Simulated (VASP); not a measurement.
The system is PtSe.

```
Pt Se
1.0
     3.70187    0.00000    0.00000
    -1.85094    3.20591    0.00000
     0.00000    0.00000    3.61284
Pt Se
1 1
Direct
  0.00000 0.00000 0.00000
  0.66667 0.33333 0.50000
```

| Quantity | Value |
| --- | --- |
| Program | VASP 6.6.1 |
| Task | relaxation of cell and atoms |
| Functional | r2SCAN |
| Potentials or basis | VASP PAW PBE potentials, release 64 (Pt, Se) |
| Cutoff | 600 eV |
| k mesh | 8 × 8 × 7 |
| Occupations | fermi-dirac, width 0.05 eV |
| Spin | no spin polarisation |

At the start: pressure -13.6 GPa; volume 21.44 Å³/atom.

Task: How do energy, volume and symmetry change on relaxing?

Result: Over 12 steps the energy falls by 147.3 meV/atom and the volume is 18.81 Å³/atom (-12.3 %); space group P-6m2 (No. 187, to 0.1 Å) before and after.

The path:
```tsv
step	energy change (eV)	largest force (eV/Å)	pressure (GPa)	volume (Å³)
1	0.0000	0.0000	-13.64	42.88
2	0.0746	0.0000	27.44	32.50
3	-0.2853	0.0000	-0.37	37.41
4	-0.2856	0.0000	0.05	37.30
5	-0.2855	0.0000	0.45	37.19
6	-0.2882	0.0000	0.42	37.25
7	-0.2935	0.0000	0.32	37.42
8	-0.2925	0.0000	0.26	37.69
9	-0.2946	0.0000	0.27	37.56
10	-0.2946	0.0000	0.27	37.55
11	-0.2939	0.0000	-0.92	37.88
12	-0.2947	0.0000	0.01	37.62
```

Final structure:
```yaml
crystal:
  lattice:
    - [3.64374, 0.00000, 0.00000]
    - [-1.82187, 3.15557, 0.00000]
    - [0.00000, 0.00000, 3.27182]
  atoms:
    - { symbol: Pt, position: [0.00000, 0.00000, 0.00000] }
    - { symbol: Se, position: [0.66667, 0.33333, 0.50000] }
```

Caveat: the PAW data sets were made with another functional, which shifts forces and pressure a little.
